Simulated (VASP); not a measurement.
# ZnGa2O4 (Fd-3m) in VASP: further runs

ZnGa2O4 is run at these levels: PBEsol; tasks: relaxation of cell and atoms.

Program: VASP 6.6.1. These are calculated values, not measurements. Logs are shortened: lines on timing, memory, paths and dates and some standing lists are left out, and cuts for length are marked.

### 1 The cell of the first run

The structure is cubic, space group Fd-3m (No. 227). Conventional cell: a = 8.342 Å, b = 8.342 Å, c = 8.342 Å, α = 90.00°, β = 90.00°, γ = 90.00°. Within 2.6 Å of Zn (site symmetry -43m) lie 4 O at 1.97 Å. Ga (site symmetry -3m) has 6 O at 1.99 Å within 2.6 Å. Within 2.7 Å of O (site symmetry 3m) lie 1 Zn at 1.97 Å and 3 Ga at 1.99 Å and 3 O at 2.68 Å.

### 2 Relaxation of cell and atoms, PBEsol

INCAR reads:

```
SYSTEM = ZnGa2O4
  PREC = Accurate
  ENCUT = 600
  EDIFF = 1E-6
  ISMEAR = 0
  SIGMA = 0.03
  LREAL = .False.
  LASPH = .True.
  NELM = 80
  ALGO = Normal
  ISIF = 3
  LWAVE = .False.
  LCHARG = .False.
  GGA = PS
  IBRION = 2
  NSW = 90
  EDIFFG = -0.01
  KPAR = 4
```

KPOINTS reads:

```
Automatic mesh
0
Gamma
  6 6 6
  0 0 0
```

POSCAR reads:

```
ZnGa2O4
1.0
    0.0000000000      4.1711888808      4.1711888808
    4.1711888808      0.0000000000      4.1711888808
    4.1711888808      4.1711888808      0.0000000000
Zn Ga O
2 4 8
Direct
    0.5000000000      0.5000000000      0.5000000000
    0.7500000000      0.7500000000      0.7500000000
    0.1250000000      0.1250000000      0.6250000000
    0.1250000000      0.6250000000      0.1250000000
    0.6250000000      0.1250000000      0.1250000000
    0.1250000000      0.1250000000      0.1250000000
    0.8865055100      0.3404834700      0.8865055100
    0.3634944900      0.3634944900      0.9095165300
    0.3634944900      0.3634944900      0.3634944900
    0.9095165300      0.3634944900      0.3634944900
    0.8865055100      0.8865055100      0.8865055100
    0.3404834700      0.8865055100      0.8865055100
    0.3634944900      0.9095165300      0.3634944900
    0.8865055100      0.8865055100      0.3404834700
```

Potentials or basis: VASP PAW PBE potentials, release 64 (Zn, Ga_d, O).

The run is started by

```bash
$ cat potpaw_PBE.64/Zn/POTCAR potpaw_PBE.64/Ga_d/POTCAR potpaw_PBE.64/O/POTCAR > POTCAR
$ mpirun -np 4 vasp_std > vasp.out
```

OUTCAR:

```text
SYSTEM = ZnGa2O4
   PREC = Accurate
   ENCUT = 600
   EDIFF = 1E-6
   ISMEAR = 0
   LREAL = .False.
   LASPH = .True.
   NELM = 80
   ISIF = 3
   GGA = PS
   IBRION = 2
   NSW = 90
   EDIFFG = -0.01

 ion  position               nearest neighbor table
   1  0.500  0.500  0.500-   8 1.97  10 1.97  13 1.97   9 1.97
   2  0.750  0.750  0.750-   7 1.97  12 1.97  14 1.97  11 1.97
   3  0.125  0.125  0.625-   7 1.99   9 1.99  10 1.99  11 1.99  12 1.99  13 1.99
   4  0.125  0.625  0.125-   8 1.99   9 1.99  10 1.99  11 1.99  12 1.99  14 1.99
   5  0.625  0.125  0.125-   7 1.99   8 1.99   9 1.99  11 1.99  13 1.99  14 1.99
   6  0.125  0.125  0.125-   7 1.99   8 1.99  10 1.99  12 1.99  13 1.99  14 1.99
   7  0.887  0.340  0.887-   2 1.97   3 1.99   5 1.99   6 1.99
   8  0.363  0.363  0.910-   1 1.97   4 1.99   5 1.99   6 1.99
   9  0.363  0.363  0.363-   1 1.97   3 1.99   4 1.99   5 1.99
  10  0.910  0.363  0.363-   1 1.97   3 1.99   4 1.99   6 1.99
  11  0.887  0.887  0.887-   2 1.97   3 1.99   4 1.99   5 1.99
  12  0.340  0.887  0.887-   2 1.97   3 1.99   4 1.99   6 1.99
  13  0.363  0.910  0.363-   1 1.97   3 1.99   5 1.99   6 1.99
  14  0.887  0.887  0.340-   2 1.97   4 1.99   5 1.99   6 1.99

  LATTYP: Found a face centered cubic cell.
 ALAT       =     8.3423777616

  Lattice vectors:

 A1 = (   0.0000000000,   4.1711888808,   4.1711888808)
 A2 = (   4.1711888808,   0.0000000000,   4.1711888808)
 A3 = (   4.1711888808,   4.1711888808,   0.0000000000)

Analysis of symmetry for initial positions (statically):
=====================================================================
 Subroutine PRICEL returns:
 Original cell was already a primitive cell.

 Routine SETGRP: Setting up the symmetry group for a
 face centered cubic supercell.

 Subroutine GETGRP returns: Found 48 space group operations
 (whereof 24 operations were pure point group operations)
 out of a pool of 48 trial point group operations.

The static configuration has the point symmetry T_d .
 The point group associated with its full space group is O_h .

Analysis of symmetry for dynamics (positions and initial velocities):
=====================================================================
 Subroutine PRICEL returns:
 Original cell was already a primitive cell.

 Routine SETGRP: Setting up the symmetry group for a
 face centered cubic supercell.

 Subroutine GETGRP returns: Found 48 space group operations
 (whereof 24 operations were pure point group operations)
 out of a pool of 48 trial point group operations.

The dynamic configuration has the point symmetry T_d .
 The point group associated with its full space group is O_h .

 Subroutine INISYM returns: Found 48 space group operations
 (whereof 24 operations are pure point group operations),
 and found     1 'primitive' translations

----------------------------------------------------------------------------------------

                                     Primitive cell

  volume of cell :     145.1475

  direct lattice vectors                    reciprocal lattice vectors
     0.000000000  4.171188881  4.171188881    -0.119869901  0.119869901  0.119869901
     4.171188881  0.000000000  4.171188881     0.119869901 -0.119869901  0.119869901
     4.171188881  4.171188881  0.000000000     0.119869901  0.119869901 -0.119869901

  length of vectors
     5.898951886  5.898951886  5.898951886     0.207620760  0.207620760  0.207620760

  position of ions in fractional coordinates (direct lattice)
     0.500000000  0.500000000  0.500000000
     0.750000000  0.750000000  0.750000000
     0.125000000  0.125000000  0.625000000
     0.125000000  0.625000000  0.125000000
     0.625000000  0.125000000  0.125000000
     0.125000000  0.125000000  0.125000000
     0.886505510  0.340483470  0.886505510
     0.363494490  0.363494490  0.909516530
     0.363494490  0.363494490  0.363494490
     0.909516530  0.363494490  0.363494490
     0.886505510  0.886505510  0.886505510
     0.340483470  0.886505510  0.886505510
     0.363494490  0.909516530  0.363494490
     0.886505510  0.886505510  0.340483470

  ion indices of the primitive-cell ions
   primitive index   ion index
                 1           1
                 2           2
                 3           3
                 4           4
                 5           5
                 6           6
                 7           7
                 8           8
                 9           9
                10          10
                11          11
                12          12
                13          13
                14          14

----------------------------------------------------------------------------------------

 KPOINTS: Automatic mesh

Automatic generation of k-mesh.
 Grid dimensions read from file:
 generate k-points for:    6    6    6

 Generating k-lattice:

  Cartesian coordinates                     Fractional coordinates (reciprocal lattice)
    -0.019978317  0.019978317  0.019978317     0.166666667  0.000000000  0.000000000
     0.019978317 -0.019978317  0.019978317     0.000000000  0.166666667  0.000000000
     0.019978317  0.019978317 -0.019978317     0.000000000  0.000000000  0.166666667

  Length of vectors
     0.034603460  0.034603460  0.034603460

  Shift w.r.t. Gamma in fractional coordinates (k-lattice)
     0.000000000  0.000000000  0.000000000

 Subroutine IBZKPT returns following result:
 ===========================================

 Found     16 irreducible k-points:

 Following reciprocal coordinates:
            Coordinates               Weight
  0.000000  0.000000  0.000000      1.000000
  0.166667  0.000000  0.000000      8.000000
  0.333333  0.000000  0.000000      8.000000
  0.500000  0.000000  0.000000      4.000000
  0.166667  0.166667  0.000000      6.000000
  0.333333  0.166667  0.000000     24.000000
[... 8 lines left out ...]
 -0.333333  0.333333  0.166667     24.000000
 -0.333333  0.500000  0.166667     12.000000
   k-points           NKPTS =     16   k-points in BZ     NKDIM =     16   number of bands    NBANDS=     74
   number of dos      NEDOS =    301   number of ions     NIONS =     14
   total plane-waves  NPLWV = 110592
   dimension x,y,z NGX =    48 NGY =   48 NGZ =   48
   dimension x,y,z NGXF=    96 NGYF=   96 NGZF=   96
   ions per type =               2   4   8
   NGX,Y,Z   is equivalent  to a cutoff of  13.53, 13.53, 13.53 a.u.
   NGXF,Y,Z  is equivalent  to a cutoff of  27.05, 27.05, 27.05 a.u.
 SYSTEM =  ZnGa2O4
   PREC   = accura    normal or accurate (medium, high low for compatibility)
   ISTART =      0    job   : 0-new  1-cont  2-samecut
   ICHARG =      2    charge: 1-file 2-atom 10-const
   ISPIN  =      1    spin polarized calculation?
   LNONCOLLINEAR =      F non collinear calculations
   LSORBIT =      F    spin-orbit coupling
   LASPH  =      T    aspherical Exc in radial PAW
   ENCUT  =  600.0 eV  44.10 Ry    6.64 a.u.  11.78 11.78 11.78*2*pi/ulx,y,z
   NELM   =     80;   NELMIN=  2; NELMDL= -5     # of ELM steps
   EDIFF  = 0.1E-05   stopping-criterion for ELM
   LREAL  =      F    real-space projection
   EDIFFG = -.1E-01   stopping-criterion for IOM
   NSW    =     90    number of steps for IOM
   IBRION =      2    ionic relax: 0-MD 1-quasi-New 2-CG
   NFREE  =      1    steps in history (QN), initial steepest desc. (CG)
   ISIF   =      3    stress and relaxation
   ISYM   =      2    0-nonsym 1-usesym 2-fastsym
   POTIM  = 0.5000    time-step for ionic-motion
   TEBEG  =    0.0;   TEEND  =   0.0 temperature during run
   PSTRESS=    0.0 pullay stress
   NELECT =     124.0000    total number of electrons
   NUPDOWN=      -1.0000    fix difference up-down
   EMIN   =  10.00;   EMAX   =-10.00  energy-range for DOS
   EFERMI =   0.00;   METHOD = LEGACY
   ISMEAR =     0;   SIGMA  =   0.03  broadening in eV -4-tet -1-fermi 0-gaus
   EFERMI_NEDOS =   21; number of points for ismear=-14 and -15
   IALGO  =     38    algorithm
   IMIX   =      4    mixing-type and parameters
     AMIX     =   0.40;   BMIX     =  1.00
     AMIX_MAG =   1.60;   BMIX_MAG =  1.00
  volume/ion in A,a.u.               =      10.37        69.96
  Fermi-wavevector in a.u.,A,eV,Ry     =   1.553384  2.935470 32.830890  2.413002
  Thomas-Fermi vector in A             =   2.657623
   LORBIT       =      0    0 simple, 1 ext, 2 COOP (PROOUT), +10 PAW based schemes
   GGA     = PS    functional components
   LHFCALC =     F    Hartree Fock is set to
   AEXX    =    0.0000 exact exchange contribution
   IVDW    =     0    specifies the selected vdW correction
   LEPSILON=     F    determine dielectric tensor
   LRPA    =     F    only Hartree local field effects (RPA)
 conjugate gradient relaxation of ions
 non-spin polarized calculation
 Gauss-broadening in eV      SIGMA  =   0.03
  energy-cutoff  :      600.00
  volume of cell :      145.15
 maximum number of plane-waves:      4909
   NGX = 23   NGY = 23   NGZ = 23

--------------------------------------- Ionic step        1  -------------------------------------------

 number of electron     123.9999983 magnetization

 Free energy of the ion-electron system (eV)
  ---------------------------------------------------
  ext. energy  EPLUGINS =         0.00000000
  ---------------------------------------------------
  free energy    TOTEN  =       -84.13240940 eV

  energy without entropy =      -84.13240940  energy(sigma->0) =      -84.13240940

------------------------ aborting loop because EDIFF is reached ----------------------------------------

  FORCE on cell =-STRESS in cart. coord.  units (eV):
  Direction    XX          YY          ZZ          XY          YZ          ZX
  --------------------------------------------------------------------------------------
  -------------------------------------------------------------------------------------
  Total        0.4466676      0.4466676      0.4466676      0.0000000      0.0000000     -0.0000000
  in kB        4.9304379      4.9304379      4.9304379      0.0000000      0.0000000     -0.0000000
  external PRESSURE =       4.9304379 kB  Pullay stress =       0.0000000 kB
[... 81 lines left out ...]
  energy  without entropy=      -84.1326564508  energy(sigma->0) =      -84.13265645

--------------------------------------- Ionic step        3  -------------------------------------------

 number of electron     123.9999985 magnetization

 Free energy of the ion-electron system (eV)
  ---------------------------------------------------
  ext. energy  EPLUGINS =         0.00000000
  ---------------------------------------------------
  free energy    TOTEN  =       -84.13339273 eV

  energy without entropy =      -84.13339273  energy(sigma->0) =      -84.13339273

 E-fermi :   3.1935     XC(G=0): -11.9655

 val. band max:        2.9682619200   @ k =  -0.3333   0.1667   0.0000
 cond. band min:       5.4596337761   @ k =   0.0000   0.0000   0.0000
 fundamental gap:      2.4913718561
 Fermi energy:         3.1935388826

 k-point     1 :       0.0000    0.0000    0.0000
  band No.  band energies     occupation
      1     -15.6979      2.00000
      2     -14.1946      2.00000
      3     -14.0159      2.00000
      4     -14.0159      2.00000
      5     -14.0159      2.00000
      6     -13.7849      2.00000
[... 1262 lines left out ...]
  FREE ENERGIE OF THE ION-ELECTRON SYSTEM (eV)
  ---------------------------------------------------
  free  energy   TOTEN  =       -84.1333927274 eV

  energy  without entropy=      -84.1333927274  energy(sigma->0) =      -84.13339273

 reached required accuracy - stopping structural energy minimisation
```

Wall time 2.8 min (4 MPI ranks of Intel Xeon Platinum 8488C (Sapphire Rapids), shared host); peak memory 0.44 GiB.

What came out:

- Free energy: -84.1334 eV
- Relaxed volume: 10.39 Å³/atom
- Relaxed cell: a = 5.904 Å, b = 5.904 Å, c = 5.904 Å, α = 60.00°, β = 60.00°, γ = 60.00°
- Space group after relaxing (to 0.1 Å): Fd-3m (No. 227)
- Energy gained by relaxing: 0.1 meV/atom
- Ionic steps: 3
- Pressure after relaxing: 0.0 GPa
- Largest force after relaxing: 0.006 eV/Å
- Band gap on the k mesh: 2.49 eV (least direct gap 2.67 eV)

Forces in eV/Å, atoms in the order of the input:
```
Zn   0.000  0.000  0.000
Zn   0.000  0.000  0.000
Ga   0.000  0.000  0.000
Ga   0.000  0.000  0.000
Ga   0.000  0.000  0.000
Ga   0.000  0.000  0.000
O    0.003 -0.003  0.003
O   -0.003 -0.003  0.003
O    0.003  0.003  0.003
O    0.003 -0.003 -0.003
O   -0.003 -0.003 -0.003
O   -0.003  0.003  0.003
O   -0.003  0.003 -0.003
O    0.003  0.003 -0.003
```

The path:
```tsv
step	energy change (eV)	largest force (eV/Å)	pressure (GPa)	volume (Å³)
1	0.0000	0.0633	0.49	145.15
2	-0.0002	0.0442	-0.56	145.82
3	-0.0010	0.0057	-0.03	145.51
```

Final structure:
```yaml
crystal:
  lattice:
    - [0.00000, 4.17469, 4.17469]
    - [4.17469, 0.00000, 4.17469]
    - [4.17469, 4.17469, 0.00000]
  atoms:
    - { symbol: Zn, position: [0.50000, 0.50000, 0.50000] }
    - { symbol: Zn, position: [0.75000, 0.75000, 0.75000] }
    - { symbol: Ga, position: [0.12500, 0.12500, 0.62500] }
    - { symbol: Ga, position: [0.12500, 0.62500, 0.12500] }
    - { symbol: Ga, position: [0.62500, 0.12500, 0.12500] }
    - { symbol: Ga, position: [0.12500, 0.12500, 0.12500] }
    - { symbol: O, position: [0.88639, 0.34083, 0.88639] }
    - { symbol: O, position: [0.36361, 0.36361, 0.90917] }
    - { symbol: O, position: [0.36361, 0.36361, 0.36361] }
    - { symbol: O, position: [0.90917, 0.36361, 0.36361] }
    - { symbol: O, position: [0.88639, 0.88639, 0.88639] }
    - { symbol: O, position: [0.34083, 0.88639, 0.88639] }
    - { symbol: O, position: [0.36361, 0.90917, 0.36361] }
    - { symbol: O, position: [0.88639, 0.88639, 0.34083] }
```

Caveat: the PAW data sets were made with another functional, which shifts forces and pressure a little. A k mesh can miss the band edges.

### 3 Relaxation of cell and atoms, PBEsol

This run uses another cell than the first one, of 10.39 Å³/atom.

Changes to INCAR since step 2:

```diff
@@ -3,3 +3,3 @@
   ENCUT = 600
-  EDIFF = 1E-6
+  EDIFF = 1E-7
   ISMEAR = 0
@@ -16,3 +16,3 @@
   NSW = 90
-  EDIFFG = -0.01
+  EDIFFG = -0.005
   KPAR = 4
```

KPOINTS is that of step 2.

POSCAR reads:

```
ZnGa2O4                                 
1.0
    0.0000000000      4.1746942910      4.1746942910
    4.1746942910      0.0000000000      4.1746942910
    4.1746942910      4.1746942910      0.0000000000
  Zn              Ga              O             
     2     4     8
Direct
     0.5000000000000000    0.5000000000000000    0.5000000000000000
     0.7500000000000000    0.7500000000000000    0.7500000000000000
     0.1250000000000000    0.1250000000000000    0.6250000000000000
     0.1250000000000000    0.6250000000000000    0.1250000000000000
     0.6250000000000000    0.1250000000000000    0.1250000000000000
     0.1250000000000000    0.1250000000000000    0.1250000000000000
     0.8863900171037319    0.3408299486888042    0.8863900171037319
     0.3636099828962681    0.3636099828962681    0.9091700513111958
     0.3636099828962681    0.3636099828962681    0.3636099828962681
     0.9091700513111958    0.3636099828962681    0.3636099828962681
     0.8863900171037319    0.8863900171037319    0.8863900171037319
     0.3408299486888042    0.8863900171037319    0.8863900171037319
     0.3636099828962681    0.9091700513111958    0.3636099828962681
     0.8863900171037319    0.8863900171037319    0.3408299486888042
```

Potentials or basis: VASP PAW PBE potentials, release 64 (Zn, Ga_d, O).

The run is started by

```bash
$ cat potpaw_PBE.64/Zn/POTCAR potpaw_PBE.64/Ga_d/POTCAR potpaw_PBE.64/O/POTCAR > POTCAR
$ mpirun -np 4 vasp_std > vasp.out
```

OUTCAR:

```text
SYSTEM = ZnGa2O4
   PREC = Accurate
   ENCUT = 600
   EDIFF = 1E-7
   ISMEAR = 0
   LREAL = .False.
   LASPH = .True.
   NELM = 80
   ISIF = 3
   GGA = PS
   IBRION = 2
   NSW = 90
   EDIFFG = -0.005

 ion  position               nearest neighbor table
   1  0.500  0.500  0.500-   9 1.97   8 1.97  10 1.97  13 1.97
   2  0.750  0.750  0.750-  11 1.97  14 1.97  12 1.97   7 1.97
[... 1465 lines left out ...]
  energy-cutoff  :      600.00
  volume of cell :      145.51
      direct lattice vectors                 reciprocal lattice vectors
     0.000000000  4.174694291  4.174694291    -0.119769249  0.119769249  0.119769249
     4.174694291  0.000000000  4.174694291     0.119769249 -0.119769249  0.119769249
     4.174694291  4.174694291  0.000000000     0.119769249  0.119769249 -0.119769249

 POSITION                                       TOTAL-FORCE (eV/Angst)
 -----------------------------------------------------------------------------------
      4.17469      4.17469      4.17469         0.000000      0.000000      0.000000
      6.26204      6.26204      6.26204         0.000000      0.000000      0.000000
      3.13102      3.13102      1.04367         0.000000      0.000000      0.000000
      3.13102      1.04367      3.13102         0.000000      0.000000      0.000000
      1.04367      3.13102      3.13102         0.000000      0.000000      0.000000
      1.04367      1.04367      1.04367         0.000000      0.000000      0.000000
      5.12327      7.40081      5.12327         0.002827     -0.002827      0.002827
      5.31347      5.31347      3.03592        -0.002827     -0.002827      0.002827
      3.03592      3.03592      3.03592         0.002827      0.002827      0.002827
      3.03592      5.31347      5.31347         0.002827     -0.002827     -0.002827
      7.40081      7.40081      7.40081        -0.002827     -0.002827     -0.002827
      7.40081      5.12327      5.12327        -0.002827      0.002827      0.002827
      5.31347      3.03592      5.31347        -0.002827      0.002827     -0.002827
      5.12327      5.12327      7.40081         0.002827      0.002827     -0.002827
 -----------------------------------------------------------------------------------
    total drift:                                0.000000      0.000000      0.000000

  FREE ENERGIE OF THE ION-ELECTRON SYSTEM (eV)
  ---------------------------------------------------
  free  energy   TOTEN  =       -84.1344155429 eV

  energy  without entropy=      -84.1344155429  energy(sigma->0) =      -84.13441554

 reached required accuracy - stopping structural energy minimisation
```

Run time: 95 s. Hardware: 4 MPI ranks of Intel Xeon Platinum 8488C (Sapphire Rapids), shared host; peak memory 0.42 GiB.

What came out:

```yaml
Free_energy: -84.1344 eV
Pressure_after_relaxing: 0.0 GPa
Largest_force_after_relaxing: 0.005 eV/Å
Band_gap_on_the_k_mesh: 2.49 eV (least direct gap 2.67 eV)
```

Forces in eV/Å, atoms in the order of the input:
```
Zn   0.000  0.000  0.000
Zn   0.000  0.000  0.000
Ga   0.000  0.000  0.000
Ga   0.000  0.000  0.000
Ga   0.000  0.000  0.000
Ga   0.000  0.000  0.000
O    0.003 -0.003  0.003
O   -0.003 -0.003  0.003
O    0.003  0.003  0.003
O    0.003 -0.003 -0.003
O   -0.003 -0.003 -0.003
O   -0.003  0.003  0.003
O   -0.003  0.003 -0.003
O    0.003  0.003 -0.003
```

Final structure:
```cif
data_structure
_symmetry_space_group_name_H-M 'P 1'
_symmetry_Int_Tables_number 1
_cell_length_a 5.9039
_cell_length_b 5.9039
_cell_length_c 5.9039
_cell_angle_alpha 60.000
_cell_angle_beta 60.000
_cell_angle_gamma 60.000
_cell_volume 145.51
loop_
_atom_site_label
_atom_site_type_symbol
_atom_site_fract_x
_atom_site_fract_y
_atom_site_fract_z
_atom_site_occupancy
Zn1 Zn 0.50000 0.50000 0.50000 1
Zn2 Zn 0.75000 0.75000 0.75000 1
Ga1 Ga 0.12500 0.12500 0.62500 1
Ga2 Ga 0.12500 0.62500 0.12500 1
Ga3 Ga 0.62500 0.12500 0.12500 1
Ga4 Ga 0.12500 0.12500 0.12500 1
O1 O 0.88639 0.34083 0.88639 1
O2 O 0.36361 0.36361 0.90917 1
O3 O 0.36361 0.36361 0.36361 1
O4 O 0.90917 0.36361 0.36361 1
O5 O 0.88639 0.88639 0.88639 1
O6 O 0.34083 0.88639 0.88639 1
O7 O 0.36361 0.90917 0.36361 1
O8 O 0.88639 0.88639 0.34083 1
```

Caveat: the relaxation stopped at its first step, so nothing moved; the PAW data sets were made with another functional, which shifts forces and pressure a little.
